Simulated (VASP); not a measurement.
# Ir (Fd-3m) in VASP: notebook

Ir is run at these levels: LDA; tasks: single point.

All numbers are computed with VASP 6.6.1; they aren't measurements. Logs are shortened: lines on timing, memory, paths and dates and some standing lists are left out, and cuts for length are marked.

## (1) The cell of the first run

Symmetry: Fd-3m, No. 227, cubic system. Conventional cell: a = 5.476 Å, b = 5.476 Å, c = 5.476 Å, α = 90.00°, β = 90.00°, γ = 90.00°. Within 3.1 Å of Ir (site symmetry -43m) lie 4 Ir at 2.37 Å.

## (2) Single point, LDA

Contents of INCAR:

```
PREC = Accurate ; ENCUT = 500
EDIFF = 1E-6 ; ISMEAR = -1
SIGMA = 0.05 ; LREAL = F
LASPH = T ; NELM = 120
ALGO = Normal ; ISIF = 2
LWAVE = F ; LCHARG = F
GGA = CA ; NBANDS = 16
GGA_COMPAT = F
```

Contents of KPOINTS:

```
Automatic mesh
0
Gamma
  7 7 7
```

Contents of POSCAR:

```
Ir
1.0
    0.0000000000      2.7382187225      2.7382187225
    2.7382187225      0.0000000000      2.7382187225
    2.7382187225      2.7382187225      0.0000000000
Ir
2
Direct
    1.0000000000      1.0000000000      1.0000000000
    0.2500000000      0.2500000000      0.2500000000
```

Potentials or basis: VASP PAW LDA potentials, release 64 (Ir).

Command:

```
$ cat potpaw_LDA.64/Ir/POTCAR > POTCAR
$ mpirun -np 1 vasp_std > vasp.out
```

OUTCAR:

```text
PREC = Accurate
   ENCUT = 500
   EDIFF = 1E-6
   ISMEAR = -1
   LREAL = F
   LASPH = T
   NELM = 120
   ISIF = 2
   GGA = CA

 ion  position               nearest neighbor table
   1  0.000  0.000  0.000-   2 2.37   2 2.37   2 2.37   2 2.37
   2  0.250  0.250  0.250-   1 2.37   1 2.37   1 2.37   1 2.37

  LATTYP: Found a face centered cubic cell.
 ALAT       =     5.4764374450

  Lattice vectors:

 A1 = (   0.0000000000,   2.7382187225,   2.7382187225)
 A2 = (   2.7382187225,   0.0000000000,   2.7382187225)
 A3 = (   2.7382187225,   2.7382187225,   0.0000000000)

Analysis of symmetry for initial positions (statically):
=====================================================================
 Subroutine PRICEL returns:
 Original cell was already a primitive cell.

 Routine SETGRP: Setting up the symmetry group for a
 face centered cubic supercell.

 Subroutine GETGRP returns: Found 48 space group operations
 (whereof 24 operations were pure point group operations)
 out of a pool of 48 trial point group operations.

The static configuration has the point symmetry T_d .
 The point group associated with its full space group is O_h .

Analysis of symmetry for dynamics (positions and initial velocities):
=====================================================================
 Subroutine PRICEL returns:
 Original cell was already a primitive cell.

 Routine SETGRP: Setting up the symmetry group for a
 face centered cubic supercell.

 Subroutine GETGRP returns: Found 48 space group operations
 (whereof 24 operations were pure point group operations)
 out of a pool of 48 trial point group operations.

The dynamic configuration has the point symmetry T_d .
 The point group associated with its full space group is O_h .

 Subroutine INISYM returns: Found 48 space group operations
 (whereof 24 operations are pure point group operations),
 and found     1 'primitive' translations

----------------------------------------------------------------------------------------

                                     Primitive cell

  volume of cell :      41.0615

  direct lattice vectors                    reciprocal lattice vectors
     0.000000000  2.738218723  2.738218723    -0.182600461  0.182600461  0.182600461
     2.738218723  0.000000000  2.738218723     0.182600461 -0.182600461  0.182600461
     2.738218723  2.738218723  0.000000000     0.182600461  0.182600461 -0.182600461

  length of vectors
     3.872426054  3.872426054  3.872426054     0.316273275  0.316273275  0.316273275

  position of ions in fractional coordinates (direct lattice)
     0.000000000  0.000000000  0.000000000
     0.250000000  0.250000000  0.250000000

  ion indices of the primitive-cell ions
   primitive index   ion index
                 1           1
                 2           2

----------------------------------------------------------------------------------------

 KPOINTS: Automatic mesh

Automatic generation of k-mesh.
 Grid dimensions read from file:
 generate k-points for:    7    7    7

 Generating k-lattice:

  Cartesian coordinates                     Fractional coordinates (reciprocal lattice)
    -0.026085780  0.026085780  0.026085780     0.142857143  0.000000000  0.000000000
     0.026085780 -0.026085780  0.026085780     0.000000000  0.142857143  0.000000000
     0.026085780  0.026085780 -0.026085780     0.000000000  0.000000000  0.142857143

  Length of vectors
     0.045181896  0.045181896  0.045181896

  Shift w.r.t. Gamma in fractional coordinates (k-lattice)
     0.000000000  0.000000000  0.000000000

 Subroutine IBZKPT returns following result:
 ===========================================

 Found     20 irreducible k-points:

 Following reciprocal coordinates:
            Coordinates               Weight
  0.000000  0.000000  0.000000      1.000000
  0.142857  0.000000  0.000000      8.000000
  0.285714  0.000000  0.000000      8.000000
  0.428571  0.000000  0.000000      8.000000
  0.142857  0.142857  0.000000      6.000000
  0.285714  0.142857  0.000000     24.000000
[... 12 lines left out ...]
 -0.428571  0.428571  0.142857     24.000000
 -0.285714  0.428571  0.142857     24.000000
   k-points           NKPTS =     20   k-points in BZ     NKDIM =     20   number of bands    NBANDS=     16
   number of dos      NEDOS =    301   number of ions     NIONS =      2
   total plane-waves  NPLWV =  21952
   dimension x,y,z NGX =    28 NGY =   28 NGZ =   28
   dimension x,y,z NGXF=    56 NGYF=   56 NGZF=   56
   ions per type =               2
   NGX,Y,Z   is equivalent  to a cutoff of  12.02, 12.02, 12.02 a.u.
   NGXF,Y,Z  is equivalent  to a cutoff of  24.04, 24.04, 24.04 a.u.
 SYSTEM =  unknown system
   PREC   = accura    normal or accurate (medium, high low for compatibility)
   ISTART =      0    job   : 0-new  1-cont  2-samecut
   ICHARG =      2    charge: 1-file 2-atom 10-const
   ISPIN  =      1    spin polarized calculation?
   LNONCOLLINEAR =      F non collinear calculations
   LSORBIT =      F    spin-orbit coupling
   LASPH  =      T    aspherical Exc in radial PAW
   ENCUT  =  500.0 eV  36.75 Ry    6.06 a.u.   7.06  7.06  7.06*2*pi/ulx,y,z
   NELM   =    120;   NELMIN=  2; NELMDL= -5     # of ELM steps
   EDIFF  = 0.1E-05   stopping-criterion for ELM
   LREAL  =      F    real-space projection
   EDIFFG = 0.1E-04   stopping-criterion for IOM
   NSW    =      0    number of steps for IOM
   IBRION =     -1    ionic relax: 0-MD 1-quasi-New 2-CG
   NFREE  =      0    steps in history (QN), initial steepest desc. (CG)
   ISIF   =      2    stress and relaxation
   ISYM   =      2    0-nonsym 1-usesym 2-fastsym
   POTIM  = 0.5000    time-step for ionic-motion
   TEBEG  =    0.0;   TEEND  =   0.0 temperature during run
   PSTRESS=    0.0 pullay stress
   NELECT =      18.0000    total number of electrons
   NUPDOWN=      -1.0000    fix difference up-down
   EMIN   =  10.00;   EMAX   =-10.00  energy-range for DOS
   EFERMI =   0.00;   METHOD = LEGACY
   ISMEAR =    -1;   SIGMA  =   0.05  broadening in eV -4-tet -1-fermi 0-gaus
   EFERMI_NEDOS =   21; number of points for ismear=-14 and -15
   IALGO  =     38    algorithm
   IMIX   =      4    mixing-type and parameters
     AMIX     =   0.40;   BMIX     =  1.00
     AMIX_MAG =   1.60;   BMIX_MAG =  1.00
  volume/ion in A,a.u.               =      20.53       138.55
  Fermi-wavevector in a.u.,A,eV,Ry     =   1.243620  2.350100 21.042628  1.546590
  Thomas-Fermi vector in A             =   2.377922
   LORBIT       =      0    0 simple, 1 ext, 2 COOP (PROOUT), +10 PAW based schemes
   GGA     = CA    functional components
   LHFCALC =     F    Hartree Fock is set to
   AEXX    =    0.0000 exact exchange contribution
   IVDW    =     0    specifies the selected vdW correction
   LEPSILON=     F    determine dielectric tensor
   LRPA    =     F    only Hartree local field effects (RPA)
 non-spin polarized calculation
  energy-cutoff  :      500.00
  volume of cell :       41.06
 maximum number of plane-waves:      1051
   NGX = 15   NGY = 15   NGZ = 15

 number of electron      17.9999999 magnetization

 Free energy of the ion-electron system (eV)
  ---------------------------------------------------
  ext. energy  EPLUGINS =         0.00000000
  ---------------------------------------------------
  free energy    TOTEN  =       -18.24343421 eV

  energy without entropy =      -18.22830209  energy(sigma->0) =      -18.23586815

 E-fermi :   5.6480     XC(G=0): -11.6673

 val. band max:        5.5560035505   @ k =   0.4286   0.2857   0.0000
 cond. band min:       5.6546701989   @ k =   0.4286   0.1429   0.0000
 fundamental gap:      0.0986666484
 Fermi energy:         5.6480346098

 k-point     1 :       0.0000    0.0000    0.0000
  band No.  band energies     occupation
      1      -2.7289      2.00000
      2       0.2332      2.00000
      3       0.2332      2.00000
      4       0.6994      2.00000
      5       0.6994      2.00000
      6       0.6994      2.00000
[... 8 lines left out ...]
     15      18.2473      0.00000
     16      18.2473      0.00000

 k-point     2 :       0.1429    0.0000    0.0000
  band No.  band energies     occupation
      1      -2.3651      2.00000
      2       0.0565      2.00000
      3       0.0565      2.00000
      4       0.6567      2.00000
      5       0.9984      2.00000
      6       0.9984      2.00000
[... 8 lines left out ...]
     15      17.4016      0.00000
     16      18.0980      0.00000

 k-point     3 :       0.2857    0.0000    0.0000
  band No.  band energies     occupation
      1      -1.4452      2.00000
      2       0.0309      2.00000
      3       0.0309      2.00000
      4       0.5630      2.00000
      5       1.1364      2.00000
      6       1.1364      2.00000
[... 8 lines left out ...]
     15      15.7911      0.00000
     16      19.3815      0.00000

 k-point     4 :       0.4286    0.0000    0.0000
  band No.  band energies     occupation
      1      -0.5815      2.00000
      2       0.2977      2.00000
      3       0.2977      2.00000
      4       0.3885      2.00000
      5       0.7927      2.00000
      6       0.7927      2.00000
[... 8 lines left out ...]
     15      15.3149      0.00000
     16      19.4091      0.00000
[... 248 lines left out ...]
 k-point    18 :      -0.4286    0.2857    0.1429
  band No.  band energies     occupation
      1      -0.4301      2.00000
      2      -0.2908      2.00000
      3       0.2219      2.00000
      4       0.6220      2.00000
      5       1.2543      2.00000
      6       1.7944      2.00000
[... 8 lines left out ...]
     15      16.9190      0.00000
     16      19.7994      0.00000

 k-point    19 :      -0.4286    0.4286    0.1429
  band No.  band energies     occupation
      1      -0.5655      2.00000
      2      -0.3117      2.00000
      3       0.5209      2.00000
      4       0.6207      2.00000
      5       1.7338      2.00000
      6       2.0322      2.00000
[... 8 lines left out ...]
     15      17.1550      0.00000
     16      17.8235      0.00000

 k-point    20 :      -0.2857    0.4286    0.1429
  band No.  band energies     occupation
      1      -0.5989      2.00000
      2      -0.3655      2.00000
      3       0.5941      2.00000
      4       0.6200      2.00000
      5       1.6743      2.00000
      6       2.4965      2.00000
[... 8 lines left out ...]
     15      17.7233      0.00000
     16      20.2944      0.00000

------------------------ aborting loop because EDIFF is reached ----------------------------------------

  FORCE on cell =-STRESS in cart. coord.  units (eV):
  Direction    XX          YY          ZZ          XY          YZ          ZX
  --------------------------------------------------------------------------------------
  -------------------------------------------------------------------------------------
  Total        0.0557968      0.0557968      0.0557968     -0.0000000      0.0000000     -0.0000000
  in kB        2.1771355      2.1771355      2.1771355     -0.0000000      0.0000000     -0.0000000
  external PRESSURE =       2.1771355 kB  Pullay stress =       0.0000000 kB

 VOLUME and BASIS-vectors are now :
 -----------------------------------------------------------------------------
  energy-cutoff  :      500.00
  volume of cell :       41.06
      direct lattice vectors                 reciprocal lattice vectors
     0.000000000  2.738218723  2.738218723    -0.182600461  0.182600461  0.182600461
     2.738218723  0.000000000  2.738218723     0.182600461 -0.182600461  0.182600461
     2.738218723  2.738218723  0.000000000     0.182600461  0.182600461 -0.182600461

 POSITION                                       TOTAL-FORCE (eV/Angst)
 -----------------------------------------------------------------------------------
      0.00000      0.00000      0.00000         0.000000     -0.000000     -0.000000
      1.36911      1.36911      1.36911        -0.000000      0.000000      0.000000
 -----------------------------------------------------------------------------------
    total drift:                                0.000000      0.000000      0.000000

  FREE ENERGIE OF THE ION-ELECTRON SYSTEM (eV)
  ---------------------------------------------------
  free  energy   TOTEN  =       -18.2434342109 eV

  energy  without entropy=      -18.2283020907  energy(sigma->0) =      -18.23586815
```

Run time: 15 s. Hardware: 1 thread of Intel Xeon 8259CL, shared host; peak memory 0.14 GiB.

What came out:

- Free energy: -18.2434 eV
- Pressure: 0.2 GPa
- Band gap on the k mesh: zero (band 9 reaches 6.56 eV, above the bottom of band 10 at 5.07 eV)

Levels at points of the mesh, in eV from the Fermi level:
| k point | band 6 | band 7 | band 8 | band 9 | band 10 | band 11 | band 12 | band 13 |
| --- | --- | --- | --- | --- | --- | --- | --- | --- |
| (0.00, 0.00, 0.00) | -4.95 | -1.90 | -1.90 | -1.90 | 0.87 | 0.87 | 11.01 | 11.02 |

Caveat: spin-orbit coupling is left out, which moves the levels of the heavy elements.

## (3) Single point, LDA

This run uses another cell than the first one, of 20.33 Å³/atom, 0.990 times its volume.

Contents of INCAR:

```
SYSTEM = Ir
PREC = Accurate
ENCUT = 500
EDIFF = 1E-6
ISMEAR = -1
SIGMA = 0.05
LREAL = .FALSE.
LASPH = .TRUE.
NELM = 120
ALGO = Normal
ISIF = 2
LWAVE = .FALSE.
LCHARG = .FALSE.
NBANDS = 16
GGA_COMPAT = .FALSE.
```

Contents of KPOINTS:

```
Automatic mesh
0
G
  7 7 7
  0 0 0
```

Contents of POSCAR:

```
Ir
1.0
    0.0000000000      2.7290607319      2.7290607319
    2.7290607319      0.0000000000      2.7290607319
    2.7290607319      2.7290607319      0.0000000000
Ir
2
Direct
    1.0000000000      1.0000000000      1.0000000000
    0.2500000000      0.2500000000      0.2500000000
```

Potentials or basis: VASP PAW LDA potentials, release 64 (Ir).

Command:

```
$ cat potpaw_LDA.64/Ir/POTCAR > POTCAR
$ mpirun -np 1 vasp_std > vasp.out
```

Run time: 15 s. Hardware: 1 thread of Intel Xeon 8259CL, shared host; peak memory 0.14 GiB.

Results (log left out):

```
Free energy            : -18.2398 eV
Pressure               : 2.4 GPa
Band gap on the k mesh : zero (band 9 reaches 6.69 eV, above the bottom of band 10 at 5.20 eV)
```

Levels at points of the mesh, in eV from the Fermi level:
| k point | band 5 | band 6 | band 7 | band 8 | band 9 | band 10 | band 11 | band 12 | band 13 | band 14 |
| --- | --- | --- | --- | --- | --- | --- | --- | --- | --- | --- |
| (0.00, 0.00, 0.00) | -5.01 | -5.01 | -1.93 | -1.93 | -1.93 | 0.89 | 0.89 | 11.06 | 11.06 | 12.63 |

Caveat: spin-orbit coupling is left out, which moves the levels of the heavy elements.

## (4) Single point, LDA

Contents of INCAR:

```
PREC     = Accurate       # precision mode
ENCUT    = 500            # plane-wave cutoff, eV
EDIFF    = 1E-6           # SCF threshold, eV
ISMEAR   = -1             # smearing method
SIGMA    = 0.05           # smearing width, eV
LREAL    = F              # projectors in reciprocal space
LASPH    = T              # aspherical terms in the spheres
NELM     = 120            # most SCF steps
ALGO     = Normal         # electronic algorithm
ISIF     = 2              # what is computed and relaxed
LWAVE    = F              # write WAVECAR
LCHARG   = T              # write CHGCAR
LELF     = T              # ELF
LVHAR    = T            
NBANDS   = 16             # bands
GGA_COMPAT= F
```

Contents of KPOINTS:

```
Automatic mesh
0
Gamma
  7 7 7
```

Contents of POSCAR:

```
Ir
1.0
    0.0000000000      2.7382187225      2.7382187225
    2.7382187225      0.0000000000      2.7382187225
    2.7382187225      2.7382187225      0.0000000000
Ir
2
Direct
    1.0000000000      1.0000000000      1.0000000000
    0.2500000000      0.2500000000      0.2500000000
```

Command:

```
$ cat potpaw_LDA.64/Ir/POTCAR > POTCAR
$ mpirun -np 1 vasp_std > vasp.out
```

Run time: 17 s. Hardware: 1 thread of Intel Xeon 8259CL, shared host; peak memory 0.14 GiB.

Results (log left out):

- Free energy: -18.2434 eV
- Pressure: 0.2 GPa
- Band gap on the k mesh: zero (band 9 reaches 6.56 eV, above the bottom of band 10 at 5.07 eV)

Levels at points of the mesh, in eV from the Fermi level:
```csv
k point,band 7,band 8,band 9,band 10,band 11,band 12
"(0.00, 0.00, 0.00)",-1.90,-1.90,-1.90,0.87,0.87,11.01
```

Caveat: spin-orbit coupling is left out, which moves the levels of the heavy elements.

(Part 1 of 2 ends here.)
